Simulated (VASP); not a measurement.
# Ta2N (P-31m) in VASP: notebook

Ta2N is run at these levels: PBEsol; tasks: single point.

All numbers are computed with VASP 6.6.1; they aren't measurements. Logs are shortened: lines on timing, memory, paths and dates and some standing lists are left out, and cuts for length are marked.

**1. The cell of the first run**

Symmetry: P-31m, No. 162, trigonal system. The conventional cell has a = 5.136 Å, b = 5.136 Å, c = 4.806 Å, α = 90.00°, β = 90.00°, γ = 120.00°. Within 2.8 Å of Ta (site symmetry m) lie 3 N at 2.08 to 2.10 Å. Within 2.8 Å of N (site symmetry 32) lie 6 Ta at 2.10 Å. N (site symmetry -3m) has 6 Ta at 2.08 Å within 2.8 Å.

**2. Single point, PBEsol**

INCAR

```
SYSTEM = Ta2N
PREC = Accurate
ENCUT = 520
EDIFF = 1E-7
ISMEAR = 0
SIGMA = 0.1
LREAL = .FALSE.
LASPH = .TRUE.
NELM = 100
ALGO = Normal
ISIF = 2
LWAVE = .FALSE.
LCHARG = .FALSE.
GGA = PS
NBANDS = 50
```

KPOINTS

```
Automatic mesh
0
G
  12 12 8
  0 0 0
```

POSCAR

```
Ta2N
1.0
    5.1361652445      0.0000000000      0.0000000000
   -2.5680826222      4.4480495798      0.0000000000
    0.0000000000      0.0000000000      4.8062412151
Ta N
6 3
Direct
    0.6661545461      0.6661545461      0.7537256424
    0.0000000000      0.3338454539      0.7537256424
    0.3338454539      0.0000000000      0.7537256424
    0.3338454539      0.3338454539      0.2462743576
    0.0000000000      0.6661545461      0.2462743576
    0.6661545461      0.0000000000      0.2462743576
    0.6666666667      0.3333333333      0.5000000000
    0.3333333333      0.6666666667      0.5000000000
    0.0000000000      0.0000000000      0.0000000000
```

Potentials or basis: VASP PAW PBE potentials, release 64 (Ta_pv, N).

Run with:

```bash
cat potpaw_PBE.64/Ta_pv/POTCAR potpaw_PBE.64/N/POTCAR > POTCAR
mpirun -np 1 vasp_std > vasp.out
```

OUTCAR:

```text
SYSTEM = Ta2N
   PREC = Accurate
   ENCUT = 520
   EDIFF = 1E-7
   ISMEAR = 0
   LREAL = .FALSE.
   LASPH = .TRUE.
   NELM = 100
   ISIF = 2
   GGA = PS

 ion  position               nearest neighbor table
   1  0.666  0.666  0.754-   9 2.08   7 2.10   8 2.10   4 2.92   6 2.92   5 2.92   3 2.96   2 2.96
                             3 2.96   2 2.96   2 2.97   3 2.97   4 2.98   6 2.98   5 2.98
   2  0.000  0.334  0.754-   9 2.08   7 2.10   8 2.10   5 2.92   4 2.92   6 2.92   1 2.96   3 2.96
                             1 2.96   3 2.96   3 2.97   1 2.97   5 2.98   4 2.98   6 2.98
   3  0.334  0.000  0.754-   9 2.08   8 2.10   7 2.10   6 2.92   4 2.92   5 2.92   1 2.96   1 2.96
                             2 2.96   2 2.96   2 2.97   1 2.97   6 2.98   4 2.98   5 2.98
   4  0.334  0.334  0.246-   9 2.08   8 2.10   7 2.10   1 2.92   3 2.92   2 2.92   6 2.96   5 2.96
                             6 2.96   5 2.96   5 2.97   6 2.97   1 2.98   3 2.98   2 2.98
   5  0.000  0.666  0.246-   9 2.08   8 2.10   7 2.10   2 2.92   1 2.92   3 2.92   4 2.96   6 2.96
                             4 2.96   6 2.96   6 2.97   4 2.97   2 2.98   1 2.98   3 2.98
   6  0.666  0.000  0.246-   9 2.08   7 2.10   8 2.10   3 2.92   1 2.92   2 2.92   4 2.96   4 2.96
                             5 2.96   5 2.96   5 2.97   4 2.97   3 2.98   1 2.98   2 2.98
   7  0.667  0.333  0.500-   6 2.10   2 2.10   3 2.10   5 2.10   1 2.10   4 2.10
   8  0.333  0.667  0.500-   3 2.10   5 2.10   6 2.10   2 2.10   4 2.10   1 2.10
   9  0.000  0.000  0.000-   2 2.08   5 2.08   3 2.08   6 2.08   1 2.08   4 2.08

  LATTYP: Found a hexagonal cell.
 ALAT       =     5.1361652445
 C/A-ratio  =     0.9357645220

  Lattice vectors:

 A1 = (   5.1361652445,   0.0000000000,   0.0000000000)
 A2 = (  -2.5680826222,   4.4480495798,   0.0000000000)
 A3 = (   0.0000000000,   0.0000000000,   4.8062412151)

Analysis of symmetry for initial positions (statically):
=====================================================================
 Subroutine PRICEL returns:
 Original cell was already a primitive cell.

 Routine SETGRP: Setting up the symmetry group for a
 hexagonal supercell.

 Subroutine GETGRP returns: Found 12 space group operations
 (whereof 12 operations were pure point group operations)
 out of a pool of 24 trial point group operations.

The static configuration has the point symmetry D_3d.

Analysis of symmetry for dynamics (positions and initial velocities):
=====================================================================
 Subroutine PRICEL returns:
 Original cell was already a primitive cell.

 Routine SETGRP: Setting up the symmetry group for a
 hexagonal supercell.

 Subroutine GETGRP returns: Found 12 space group operations
 (whereof 12 operations were pure point group operations)
 out of a pool of 24 trial point group operations.

The dynamic configuration has the point symmetry D_3d.

 Subroutine INISYM returns: Found 12 space group operations
 (whereof 12 operations are pure point group operations),
 and found     1 'primitive' translations

----------------------------------------------------------------------------------------

                                     Primitive cell

  volume of cell :     109.8030

  direct lattice vectors                    reciprocal lattice vectors
     5.136165244  0.000000000  0.000000000     0.194697786  0.112408819  0.000000000
    -2.568082622  4.448049580  0.000000000     0.000000000  0.224817638  0.000000000
     0.000000000  0.000000000  4.806241215     0.000000000  0.000000000  0.208062799

  length of vectors
     5.136165244  5.136165244  4.806241215     0.224817638  0.224817638  0.208062799

  position of ions in fractional coordinates (direct lattice)
     0.666154546  0.666154546  0.753725642
     0.000000000  0.333845454  0.753725642
     0.333845454  0.000000000  0.753725642
     0.333845454  0.333845454  0.246274358
     0.000000000  0.666154546  0.246274358
     0.666154546  0.000000000  0.246274358
     0.666666667  0.333333333  0.500000000
     0.333333333  0.666666667  0.500000000
     0.000000000  0.000000000  0.000000000

  ion indices of the primitive-cell ions
   primitive index   ion index
                 1           1
                 2           2
                 3           3
                 4           4
                 5           5
                 6           6
                 7           7
                 8           8
                 9           9

----------------------------------------------------------------------------------------

 KPOINTS: Automatic mesh

Automatic generation of k-mesh.
 Grid dimensions read from file:
 generate k-points for:   12   12    8

 Generating k-lattice:

  Cartesian coordinates                     Fractional coordinates (reciprocal lattice)
     0.016224815  0.009367402  0.000000000     0.083333333  0.000000000  0.000000000
     0.000000000  0.018734803  0.000000000     0.000000000  0.083333333  0.000000000
     0.000000000  0.000000000  0.026007850     0.000000000  0.000000000  0.125000000

  Length of vectors
     0.018734803  0.018734803  0.026007850

  Shift w.r.t. Gamma in fractional coordinates (k-lattice)
     0.000000000  0.000000000  0.000000000

 Subroutine IBZKPT returns following result:
 ===========================================

 Found    131 irreducible k-points:

 Following reciprocal coordinates:
            Coordinates               Weight
  0.000000  0.000000  0.000000      1.000000
  0.083333 -0.000000  0.000000      6.000000
  0.166667 -0.000000  0.000000      6.000000
  0.250000  0.000000  0.000000      6.000000
  0.333333  0.000000  0.000000      6.000000
  0.416667  0.000000  0.000000      6.000000
[... 16 lines left out ...]
  0.250000  0.000000  0.125000     12.000000
  0.333333  0.000000  0.125000     12.000000
 [... further k-points ...]
   k-points           NKPTS =    131   k-points in BZ     NKDIM =    131   number of bands    NBANDS=     50
   number of dos      NEDOS =    301   number of ions     NIONS =      9
   total plane-waves  NPLWV =  57600
   dimension x,y,z NGX =    40 NGY =   40 NGZ =   36
   dimension x,y,z NGXF=    80 NGYF=   80 NGZF=   72
   ions per type =               6   3
   NGX,Y,Z   is equivalent  to a cutoff of  12.95, 12.95, 12.45 a.u.
   NGXF,Y,Z  is equivalent  to a cutoff of  25.89, 25.89, 24.90 a.u.
 SYSTEM =  Ta2N
   PREC   = accura    normal or accurate (medium, high low for compatibility)
   ISTART =      0    job   : 0-new  1-cont  2-samecut
   ICHARG =      2    charge: 1-file 2-atom 10-const
   ISPIN  =      1    spin polarized calculation?
   LNONCOLLINEAR =      F non collinear calculations
   LSORBIT =      F    spin-orbit coupling
   LASPH  =      T    aspherical Exc in radial PAW
   ENCUT  =  520.0 eV  38.22 Ry    6.18 a.u.   9.55  9.55  8.94*2*pi/ulx,y,z
   NELM   =    100;   NELMIN=  2; NELMDL= -5     # of ELM steps
   EDIFF  = 0.1E-06   stopping-criterion for ELM
   LREAL  =      F    real-space projection
   EDIFFG = 0.1E-05   stopping-criterion for IOM
   NSW    =      0    number of steps for IOM
   IBRION =     -1    ionic relax: 0-MD 1-quasi-New 2-CG
   NFREE  =      0    steps in history (QN), initial steepest desc. (CG)
   ISIF   =      2    stress and relaxation
   ISYM   =      2    0-nonsym 1-usesym 2-fastsym
   POTIM  = 0.5000    time-step for ionic-motion
   TEBEG  =    0.0;   TEEND  =   0.0 temperature during run
   PSTRESS=    0.0 pullay stress
   NELECT =      81.0000    total number of electrons
   NUPDOWN=      -1.0000    fix difference up-down
   EMIN   =  10.00;   EMAX   =-10.00  energy-range for DOS
   EFERMI =   0.00;   METHOD = LEGACY
   ISMEAR =     0;   SIGMA  =   0.10  broadening in eV -4-tet -1-fermi 0-gaus
   EFERMI_NEDOS =   21; number of points for ismear=-14 and -15
   IALGO  =     38    algorithm
   IMIX   =      4    mixing-type and parameters
     AMIX     =   0.40;   BMIX     =  1.00
     AMIX_MAG =   1.60;   BMIX_MAG =  1.00
  volume/ion in A,a.u.               =      12.20        82.33
  Fermi-wavevector in a.u.,A,eV,Ry     =   1.479217  2.795314 29.770661  2.188082
  Thomas-Fermi vector in A             =   2.593402
   LORBIT       =      0    0 simple, 1 ext, 2 COOP (PROOUT), +10 PAW based schemes
   GGA     = PS    functional components
   LHFCALC =     F    Hartree Fock is set to
   AEXX    =    0.0000 exact exchange contribution
   IVDW    =     0    specifies the selected vdW correction
   LEPSILON=     F    determine dielectric tensor
   LRPA    =     F    only Hartree local field effects (RPA)
 non-spin polarized calculation
 Gauss-broadening in eV      SIGMA  =   0.10
  energy-cutoff  :      520.00
  volume of cell :      109.80
 maximum number of plane-waves:      2994
 NGX is ok and might be reduce to    40
   NGX = 19   NGY = 19   NGZ = 17

 number of electron      81.0000001 magnetization

 Free energy of the ion-electron system (eV)
  ---------------------------------------------------
  ext. energy  EPLUGINS =         0.00000000
  ---------------------------------------------------
  free energy    TOTEN  =      -109.91135905 eV

  energy without entropy =     -109.89905979  energy(sigma->0) =     -109.90520942

 E-fermi :   8.1921     XC(G=0): -13.5589

 val. band max:        8.1883391249   @ k =   0.3333   0.0000   0.0000
 cond. band min:       8.1972031142   @ k =   0.5000   0.0000   0.3750
 fundamental gap:      0.0088639892
 Fermi energy:         8.1921122357

 k-point     1 :       0.0000    0.0000    0.0000
  band No.  band energies     occupation
      1     -27.6104      2.00000
      2     -27.1135      2.00000
      3     -26.8684      2.00000
      4     -26.8684      2.00000
      5     -26.8382      2.00000
      6     -26.8382      2.00000
[... 42 lines left out ...]
     49      11.7077      0.00000
     50      12.1703      0.00000

 k-point     2 :       0.0833   -0.0000    0.0000
  band No.  band energies     occupation
      1     -27.6015      2.00000
      2     -27.1240      2.00000
      3     -26.9087      2.00000
      4     -26.9037      2.00000
      5     -26.8490      2.00000
      6     -26.8167      2.00000
[... 42 lines left out ...]
     49      11.7686      0.00000
     50      11.7932      0.00000

 k-point     3 :       0.1667   -0.0000    0.0000
  band No.  band energies     occupation
      1     -27.5750      2.00000
      2     -27.1478      2.00000
      3     -26.9488      2.00000
      4     -26.9422      2.00000
      5     -26.8885      2.00000
      6     -26.7857      2.00000
[... 42 lines left out ...]
     49      11.2963      0.00000
     50      11.9809      0.00000

 k-point     4 :       0.2500    0.0000    0.0000
  band No.  band energies     occupation
      1     -27.5333      2.00000
      2     -27.1737      2.00000
      3     -26.9738      2.00000
      4     -26.9494      2.00000
      5     -26.9309      2.00000
      6     -26.7923      2.00000
[... 999 lines left out ...]
 k-point    23 :       0.2500    0.0000    0.1250
  band No.  band energies     occupation
      1     -27.5070      2.00000
      2     -27.2039      2.00000
      3     -27.0322      2.00000
      4     -26.9790      2.00000
      5     -26.8786      2.00000
      6     -26.7672      2.00000
[... 42 lines left out ...]
     49      11.5404      0.00000
     50      11.8450      0.00000

 k-point    24 :       0.3333    0.0000    0.1250
  band No.  band energies     occupation
      1     -27.4707      2.00000
      2     -27.2181      2.00000
      3     -27.0394      2.00000
      4     -26.9840      2.00000
      5     -26.8663      2.00000
      6     -26.8257      2.00000
[... 42 lines left out ...]
     49      11.5338      0.00000
     50      12.0549      0.00000

 [... further k-points ...]

------------------------ aborting loop because EDIFF is reached ----------------------------------------

  FORCE on cell =-STRESS in cart. coord.  units (eV):
  Direction    XX          YY          ZZ          XY          YZ          ZX
  --------------------------------------------------------------------------------------
  -------------------------------------------------------------------------------------
  Total       17.7783066     17.7783066     17.7487943      0.0000000      0.0000000      0.0000000
  in kB      259.4100536    259.4100536    258.9794278      0.0000000      0.0000000      0.0000000
  external PRESSURE =     259.2665117 kB  Pullay stress =       0.0000000 kB

 VOLUME and BASIS-vectors are now :
 -----------------------------------------------------------------------------
  energy-cutoff  :      520.00
  volume of cell :      109.80
      direct lattice vectors                 reciprocal lattice vectors
     5.136165244  0.000000000  0.000000000     0.194697786  0.112408819  0.000000000
    -2.568082622  4.448049580  0.000000000     0.000000000  0.224817638  0.000000000
     0.000000000  0.000000000  4.806241215     0.000000000  0.000000000  0.208062799

 POSITION                                       TOTAL-FORCE (eV/Angst)
 -----------------------------------------------------------------------------------
      1.71074      2.96309      3.62259        -0.001309     -0.002268      0.020309
     -0.85734      1.48496      3.62259        -0.001309      0.002268      0.020309
      1.71469      0.00000      3.62259         0.002619     -0.000000      0.020309
      0.85734      1.48496      1.18365         0.001309      0.002268     -0.020309
     -1.71074      2.96309      1.18365         0.001309     -0.002268     -0.020309
      3.42148      0.00000      1.18365        -0.002619      0.000000     -0.020309
      2.56808      1.48268      2.40312        -0.000000      0.000000     -0.000000
     -0.00000      2.96537      2.40312         0.000000     -0.000000     -0.000000
      0.00000      0.00000      0.00000        -0.000000      0.000000     -0.000000
 -----------------------------------------------------------------------------------
    total drift:                                0.000000     -0.000000      0.000000

  FREE ENERGIE OF THE ION-ELECTRON SYSTEM (eV)
  ---------------------------------------------------
  free  energy   TOTEN  =      -109.9113590474 eV

  energy  without entropy=     -109.8990597879  energy(sigma->0) =     -109.90520942
```

Run time: 12 min. Hardware: 1 thread of Intel Xeon Platinum 8559C (Emerald Rapids), shared host; peak memory 0.6 GiB.

What came out:

```yaml
Free_energy: -109.9114 eV
Pressure: 25.9 GPa
Largest_force: 0.020 eV/Å
Band_gap_on_the_k_mesh: zero (an odd number of electrons rules out a gap without spin polarisation)
```

Forces in eV/Å, atoms in the order of the input:
```
Ta  -0.001 -0.002  0.020
Ta  -0.001  0.002  0.020
Ta   0.003  0.000  0.020
Ta   0.001  0.002 -0.020
Ta   0.001 -0.002 -0.020
Ta  -0.003  0.000 -0.020
N    0.000  0.000  0.000
N    0.000  0.000  0.000
N    0.000  0.000  0.000
```

Levels at points of the mesh, in eV from the Fermi level:
```
           k point  band 39  band 40  band 41  band 42  band 43  band 44
(0.00, 0.00, 0.00)    -0.56    -0.56    -0.43    -0.18    -0.18     0.77
(0.50, 0.00, 0.00)    -1.45     0.41     0.63     0.99     1.03     2.03
(0.00, 0.00, 0.50)    -1.51    -1.51    -1.08     0.71     0.71     0.88
(0.50, 0.00, 0.50)    -1.35    -0.87     0.01     0.16     0.20     0.66
```

Caveat: the cell stands under pressure; the PAW data sets were made with another functional, which shifts forces and pressure a little; spin-orbit coupling is left out, which moves the levels of the heavy elements.

(Part 1 of 2 ends here.)
